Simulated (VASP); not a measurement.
Write the native input for VASP 6.6.1 that does the following.

```yaml
Task: single point
Functional: PBE
Potentials_or_basis: VASP PAW PBE potentials, release 64 (Sr_sv, Tl_d)
Cutoff: 520 eV
k_mesh: 4 × 4 × 1
Occupations: gaussian, width 0.1 eV
Spin: no spin polarisation
Dipole_correction: yes
Further_INCAR_settings: ALGO = Normal; EDIFF = 1e-06; NBANDS = 18
```

The structure of SrTl lies in POSCAR:

```
SrTl
1.0
    5.2687590000      0.0000000000      0.0000000000
    0.0000000000      5.2687590000      0.0000000000
    0.0000000000      0.0000000000     14.0000000000
Sr Tl
1 1
Direct
    0.0000000000      0.0000000000      0.5000000000
    0.5000000000      0.5000000000      0.5000000000
```

The cell was built from a structure type or drawn by symmetry, and may not be a known phase.

One way to write it, as run:

INCAR

```
SYSTEM = SrTl
ALGO = Normal
DIPOL = 0.5 0.5 0.500
EDIFF = 1E-6
ENCUT = 520
GGA = PE
IDIPOL = 3
ISIF = 2
ISMEAR = 0
LASPH = .True.
LCHARG = .True.
LDIPOL = .True.
LELF = .True.
LREAL = .False.
LVACPOTAV = .True.
LVHAR = .True.
LWAVE = .False.
NBANDS = 18
NELM = 100
PREC = Accurate
SIGMA = 0.1
```

KPOINTS

```
k-points
0
Gamma
  4 4 1
  0 0 0
```

Potentials or basis: VASP PAW PBE potentials, release 64 (Sr_sv, Tl_d).

Launch:

```bash
$ cat potpaw_PBE.64/Sr_sv/POTCAR potpaw_PBE.64/Tl_d/POTCAR > POTCAR
$ mpirun -np 1 vasp_std > vasp.out
```

Results of the run:

* Band gap on the k mesh: zero (an odd number of electrons rules out a gap without spin polarisation)

Caveat: spin-orbit coupling is left out, which moves the levels of the heavy elements.

Wall time 39 s on 1 thread of Intel(R) Xeon(R) 6975P-C (Granite Rapids) (shared host), peak memory 0.43 GiB.
